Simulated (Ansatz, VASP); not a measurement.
**ZnO in VASP and in Ansatz**

Contents of INCAR:

```
PREC = Accurate
ENCUT = 600
EDIFF = 1E-7
ISMEAR = 0
SIGMA = 0.02
LREAL = False
LASPH = True
NELM = 60
ALGO = Normal
ISIF = 3
LWAVE = False
LCHARG = False
GGA = PE
IBRION = 2
NSW = 100
EDIFFG = -0.01
```

The input KPOINTS:

```
regular mesh
0
Gamma
  6 6 8
```

File POSCAR:

```
ZnO
1.0
    4.7114370080      0.0000000000      0.0000000000
    0.0000000000      4.7114370080      0.0000000000
    0.0000000000      0.0000000000      3.4588529299
Zn O
1 1
Direct
    0.0000000000      0.0000000000      0.0000000000
    0.0000000000      0.0000000000      0.5000000000
```

Input for Ansatz:

```yaml
crystal:
  lattice:
    - [4.7114356405, 0.0, 0.0]
    - [0.0, 4.7114356405, 0.0]
    - [0.0, 0.0, 3.4588529927]
  atoms:
    - { symbol: Zn, position: [0.0, 0.0, 0.0] }
    - { symbol: O, position: [0.0, 0.0, 0.5] }
basis:
  ecutwfc: 420
kpoints:
  mp_grid: { grid: [6, 6, 8] }
hamiltonian:
  xc: pbe
scf:
  occupations: { method: gaussian, width: 0.02 }
output:
  forces: true
  stress: true
  eigenvalues: true
relax:
  adjacent_minimum: "off"
  f_tol: 0.01
  max_steps: 80
  cell: { stress_tol: 0.05 }
```

Alike in both runs: task relaxation of cell and atoms; functional PBE; k mesh 6 × 6 × 8; occupations gaussian, width 0.02 eV; no spin polarisation.

|  | VASP | Ansatz |
| --- | --- | --- |
| version | VASP 6.6.1 | Ansatz 0.2.0 |
| potentials or method | VASP PAW PBE potentials, release 64 (Zn, O), cutoff 600 eV | scalar-relativistic, plane waves, PAW |
| valence electrons in the cell | 18 | 18 |

VASP gave:

- gap on the k mesh at the Fermi level, each at its own relaxed structure (eV): 1.63
- relaxed volume (Å³/atom): 34.07
- relaxed cell length with the largest relative difference (Å): 4.430

**Question.** What did Ansatz give for the same quantities?

**Answer.** gap on the k mesh at the Fermi level, each at its own relaxed structure (eV): 1.85; relaxed volume (Å³/atom): 38.39; relaxed cell length with the largest relative difference (Å): 4.711.

One of these differences is far larger than is usual between the two programs; its cause wasn't traced.
